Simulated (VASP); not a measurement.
Ag:

```
Ag
1.0
    -1.65565    1.65565    1.65565
     1.65565   -1.65565    1.65565
     1.65565    1.65565   -1.65565
Ag
1
Direct
  0.00000 0.00000 0.00000
```

```yaml
Program: VASP 6.6.1
Task: relaxation of cell and atoms
Functional: LDA
Potentials_or_basis: VASP PAW LDA potentials, release 64 (Ag)
Cutoff: 600 eV
k_mesh: 11 × 11 × 11
Occupations: fermi-dirac, width 0.05 eV
Spin: no spin polarisation
```

At the start: pressure -11.4 GPa; volume 18.15 Å³/atom.

**Question.** How do energy, volume and symmetry change on relaxing?

**Answer.** Over 6 steps the energy falls by 80.6 meV/atom and the volume is 16.15 Å³/atom (-11.0 %); space group Im-3m (No. 229, to 0.05 Å).

The path:
```tsv
step	energy change (eV)	largest force (eV/Å)	pressure (GPa)	volume (Å³)
1	0.0000	0.0000	-11.36	18.15
2	-0.0386	0.0000	12.47	14.98
3	-0.0805	0.0000	-0.14	16.17
4	-0.0805	0.0000	0.19	16.13
5	-0.0805	0.0000	-0.15	16.17
6	-0.0806	0.0000	0.00	16.15
```

Final structure:
```
CELL_PARAMETERS angstrom
-1.59245 1.59245 1.59245
1.59245 -1.59245 1.59245
1.59245 1.59245 -1.59245
ATOMIC_POSITIONS crystal
Ag 0.00000 0.00000 0.00000
```
